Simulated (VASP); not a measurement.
# W (Fm-3m) in VASP: a series of runs, part 2 of 2

VASP 6.6.1.

**4. Single point, PBEsol (volume scaled by 0.92)**

INCAR reads:

```
ALGO = Normal ; EDIFF = 1E-7
ENCUT = 520 ; GGA = PS
ISIF = 2 ; ISMEAR = -1
LASPH = T ; LCHARG = F
LREAL = F ; LWAVE = F
NBANDS = 13 ; NELM = 80
PREC = Accurate ; SIGMA = 0.1
```

KPOINTS reads:

```
k-points
0
Gamma
  15 15 15
```

POSCAR reads:

```
W
1.0
    0.0000000000      1.9448605860      1.9448605860
    1.9448605860      0.0000000000      1.9448605860
    1.9448605860      1.9448605860      0.0000000000
W
1
Direct
    0.0000000000      0.0000000000      0.0000000000
```

Potentials or basis: VASP PAW PBE potentials, release 64 (W_sv).

On the command line:

```bash
$ cat potpaw_PBE.64/W_sv/POTCAR > POTCAR
$ mpirun -np 1 vasp_std > vasp.out
```

OUTCAR:

```text
EDIFF = 1E-7
   ENCUT = 520
   GGA = PS
   ISIF = 2
   ISMEAR = -1
   LASPH = T
   LREAL = F
   NELM = 80
   PREC = Accurate

 ion  position               nearest neighbor table
   1  0.000  0.000  0.000-

  LATTYP: Found a face centered cubic cell.
 ALAT       =     3.8897211720

  Lattice vectors:

 A1 = (   0.0000000000,   1.9448605860,   1.9448605860)
 A2 = (   1.9448605860,   0.0000000000,   1.9448605860)
 A3 = (   1.9448605860,   1.9448605860,   0.0000000000)

Analysis of symmetry for initial positions (statically):
=====================================================================
 Subroutine PRICEL returns:
 Original cell was already a primitive cell.

 Routine SETGRP: Setting up the symmetry group for a
 face centered cubic supercell.

 Subroutine GETGRP returns: Found 48 space group operations
 (whereof 48 operations were pure point group operations)
 out of a pool of 48 trial point group operations.

The static configuration has the point symmetry O_h .

Analysis of symmetry for dynamics (positions and initial velocities):
=====================================================================
 Subroutine PRICEL returns:
 Original cell was already a primitive cell.

 Routine SETGRP: Setting up the symmetry group for a
 face centered cubic supercell.

 Subroutine GETGRP returns: Found 48 space group operations
 (whereof 48 operations were pure point group operations)
 out of a pool of 48 trial point group operations.

The dynamic configuration has the point symmetry O_h .

 Subroutine INISYM returns: Found 48 space group operations
 (whereof 48 operations are pure point group operations),
 and found     1 'primitive' translations

----------------------------------------------------------------------------------------

                                     Primitive cell

  volume of cell :      14.7128

  direct lattice vectors                    reciprocal lattice vectors
[... 105 lines left out ...]
     AMIX_MAG =   1.60;   BMIX_MAG =  1.00
  volume/ion in A,a.u.               =      14.71        99.29
  Fermi-wavevector in a.u.,A,eV,Ry     =   1.610222  3.042878 35.277380  2.592814
  Thomas-Fermi vector in A             =   2.705807
   LORBIT       =      0    0 simple, 1 ext, 2 COOP (PROOUT), +10 PAW based schemes
   GGA     = PS    functional components
   LHFCALC =     F    Hartree Fock is set to
   AEXX    =    0.0000 exact exchange contribution
   IVDW    =     0    specifies the selected vdW correction
   LEPSILON=     F    determine dielectric tensor
   LRPA    =     F    only Hartree local field effects (RPA)
 non-spin polarized calculation
  energy-cutoff  :      520.00
  volume of cell :       14.71
 maximum number of plane-waves:       411
   NGX = 11   NGY = 11   NGZ = 11

 number of electron      14.0000003 magnetization

 Free energy of the ion-electron system (eV)
  ---------------------------------------------------
  ext. energy  EPLUGINS =         0.00000000
  ---------------------------------------------------
  free energy    TOTEN  =       -13.21709400 eV

  energy without entropy =      -13.18582958  energy(sigma->0) =      -13.20146179

 E-fermi :  11.8797     XC(G=0): -14.1758

 val. band max:       11.8724555980   @ k =  -0.2000   0.0667   0.0000
 cond. band min:      11.8904727253   @ k =   0.1333   0.1333   0.0000
 fundamental gap:      0.0180171274
 Fermi energy:        11.8797125271

 k-point     1 :       0.0000    0.0000    0.0000
  band No.  band energies     occupation
      1     -61.5529      2.00000
      2     -25.0067      2.00000
      3     -25.0067      2.00000
      4     -25.0067      2.00000
      5       2.3149      2.00000
      6      11.1632      1.99845
      7      11.1632      1.99845
      8      11.1632      1.99845
      9      14.8047      0.00000
     10      14.8047      0.00000
     11      24.8238      0.00000
     12      30.5636      0.00000
     13      30.5636      0.00000
[... 354 lines left out ...]
  band No.  band energies     occupation
      1     -61.4915      2.00000
      2     -25.4970      2.00000
      3     -25.1590      2.00000
      4     -25.1454      2.00000
      5       4.1495      2.00000
      6       9.6343      2.00000
      7      12.0562      0.29249
      8      12.2450      0.05051
      9      13.1262      0.00001
     10      15.4011      0.00000
     11      28.2088      0.00000
     12      28.8972      0.00000
     13      32.0711      0.00000

 [... further k-points ...]
[... 5 lines left out ...]
  --------------------------------------------------------------------------------------
  -------------------------------------------------------------------------------------
  Total        2.7830291      2.7830291      2.7830291     -0.0000000     -0.0000000     -0.0000000
  in kB      303.0629923    303.0629923    303.0629923     -0.0000000     -0.0000000     -0.0000000
  external PRESSURE =     303.0629923 kB  Pullay stress =       0.0000000 kB

 VOLUME and BASIS-vectors are now :
 -----------------------------------------------------------------------------
  energy-cutoff  :      520.00
  volume of cell :       14.71
      direct lattice vectors                 reciprocal lattice vectors
     0.000000000  1.944860586  1.944860586    -0.257087836  0.257087836  0.257087836
     1.944860586  0.000000000  1.944860586     0.257087836 -0.257087836  0.257087836
     1.944860586  1.944860586  0.000000000     0.257087836  0.257087836 -0.257087836

 POSITION                                       TOTAL-FORCE (eV/Angst)
 -----------------------------------------------------------------------------------
      0.00000      0.00000      0.00000        -0.000000     -0.000000     -0.000000
 -----------------------------------------------------------------------------------
    total drift:                                0.000000     -0.000000      0.000000

  FREE ENERGIE OF THE ION-ELECTRON SYSTEM (eV)
  ---------------------------------------------------
  free  energy   TOTEN  =       -13.2170939978 eV

  energy  without entropy=      -13.1858295794  energy(sigma->0) =      -13.20146179
```

stdout:

```text
POSCAR found type information on POSCAR W
 POSCAR found :  1 types and       1 ions
 scaLAPACK will be used
 -----------------------------------------------------------------------------
|                                                                             |
|                                                                             |
|     You enforced a specific xc type in the INCAR file but a different       |
|     I HOPE YOU KNOW WHAT YOU ARE DOING!                                     |
|                                                                             |
 -----------------------------------------------------------------------------

 LDA part: xc-table for (Slater+PW92), standard interpolation
 POSCAR, INCAR and KPOINTS ok, starting setup
 FFT: planning ... GRIDC
 FFT: planning ... GRID_SOFT
 FFT: planning ... GRID
 WAVECAR not read
 entering main loop
```

It took 45 s on 1 thread of Intel Xeon 8259CL, shared host; peak memory 0.14 GiB.

Results:

```yaml
Free_energy: -13.2171 eV
Pressure: 30.3 GPa
Band_gap_on_the_k_mesh: zero (band 7 reaches 15.42 eV, above the bottom of band 8 at 11.16 eV)
```

Caveat: the PAW data sets were made with another functional, which shifts forces and pressure a little; spin-orbit coupling is left out, which moves the levels of the heavy elements.

**5. Single point, PBEsol (volume scaled by 0.96)**

INCAR reads:

```
SYSTEM = W
PREC     = Accurate       ! precision mode
ENCUT    = 520            ! plane-wave cutoff, eV
EDIFF    = 1E-6           ! SCF threshold, eV
ISMEAR   = -1             ! smearing method
SIGMA    = 0.1            ! smearing width, eV
LREAL    = .False.        ! projectors in reciprocal space
LASPH    = .True.         ! aspherical terms in the spheres
NELM     = 80             ! most SCF steps
ALGO     = Normal         ! electronic algorithm
ISIF     = 2              ! what is computed and relaxed
LWAVE    = .False.        ! write WAVECAR
LCHARG   = .False.        ! write CHGCAR
GGA      = PS             ! functional
NBANDS   = 13             ! bands
```

KPOINTS reads:

```
regular mesh
0
Gamma
  15 15 15
  0 0 0
```

POSCAR reads:

```
W
1.0
    0.0000000000      1.9726480629      1.9726480629
    1.9726480629      0.0000000000      1.9726480629
    1.9726480629      1.9726480629      0.0000000000
W
1
Direct
    0.0000000000      0.0000000000      0.0000000000
```

On the command line:

```bash
$ cat potpaw_PBE.64/W_sv/POTCAR > POTCAR
$ mpirun -np 1 vasp_std > vasp.out
```

Run time: 45 s. Hardware: 1 thread of Intel Xeon 8259CL, shared host; peak memory 0.16 GiB.

Results (log left out):

```
Free energy            : -13.3044 eV
Pressure               : 13.8 GPa
Band gap on the k mesh : zero (band 7 reaches 14.50 eV, above the bottom of band 8 at 10.61 eV)
```

Levels at points of the mesh, in eV from the Fermi level:
| k point | band 3 | band 4 | band 5 | band 6 | band 7 | band 8 | band 9 | band 10 | band 11 | band 12 |
| --- | --- | --- | --- | --- | --- | --- | --- | --- | --- | --- |
| (0.00, 0.00, 0.00) | -37.04 | -37.04 | -9.36 | -0.66 | -0.66 | -0.66 | 2.77 | 2.77 | 12.90 | 18.42 |

Caveat: the PAW data sets were made with another functional, which shifts forces and pressure a little; spin-orbit coupling is left out, which moves the levels of the heavy elements.

**6. Single point, PBEsol**

INCAR reads:

```
PREC = Accurate
ENCUT = 520
EDIFF = 1E-6
ISMEAR = -1
SIGMA = 0.1
LREAL = False
LASPH = True
NELM = 60
ALGO = Normal
ISIF = 2
LWAVE = False
LCHARG = False
GGA = PS
NBANDS = 13
```

KPOINTS reads:

```
Automatic mesh
0
Gamma
  15 15 15
```

POSCAR reads:

```
W
1.0
    0.0000000000      1.9996739974      1.9996739974
    1.9996739974      0.0000000000      1.9996739974
    1.9996739974      1.9996739974      0.0000000000
W
1
Direct
    0.0000000000      0.0000000000      0.0000000000
```

Potentials or basis: VASP PAW PBE potentials, release 64 (W_sv).

On the command line:

```bash
$ cat potpaw_PBE.64/W_sv/POTCAR > POTCAR
$ mpirun -np 1 vasp_std > vasp.out
```

Wall time 51 s (1 thread of Intel Xeon 8259CL, shared host); peak memory 0.15 GiB.

Results (log left out):

| Property | Result |
| --- | --- |
| Free energy | -13.3321 eV |
| Pressure | 0.3 GPa |
| Band gap on the k mesh | zero (band 7 reaches 13.67 eV, above the bottom of band 8 at 10.08 eV) |

Levels at points of the mesh, in eV from the Fermi level:
| k point | band 4 | band 5 | band 6 | band 7 | band 8 | band 9 | band 10 | band 11 |
| --- | --- | --- | --- | --- | --- | --- | --- | --- |
| (0.00, 0.00, 0.00) | -37.18 | -9.15 | -0.60 | -0.60 | -0.60 | 2.63 | 2.63 | 12.85 |

Caveat: the PAW data sets were made with another functional, which shifts forces and pressure a little; spin-orbit coupling is left out, which moves the levels of the heavy elements.

**7. Overview**

```csv
cell,k mesh,gap on the mesh (eV),pressure (GPa)
"a = 2.828 Å, angles 60.0°, 1 atom",14 × 14 × 14,none,0.7
"a = 2.710 Å, angles 60.0°, 1 atom",15 × 15 × 15,none,50.7
"a = 2.750 Å, angles 60.0°, 1 atom",15 × 15 × 15,none,30.3
"a = 2.790 Å, angles 60.0°, 1 atom",15 × 15 × 15,none,13.8
"a = 2.828 Å, angles 60.0°, 1 atom",15 × 15 × 15,none,0.3
```

Alike in all rows: task single point; level PBEsol; potentials or basis VASP PAW PBE potentials, release 64 (W_sv); no spin polarisation; cutoff (eV) 520; smearing fermi-dirac 0.1 eV.

Caveats: the PAW data sets were made with another functional, which shifts forces and pressure a little; spin-orbit coupling is left out, which moves the levels of the heavy elements.

Absolute energies hang on the potentials; compare differences alone.
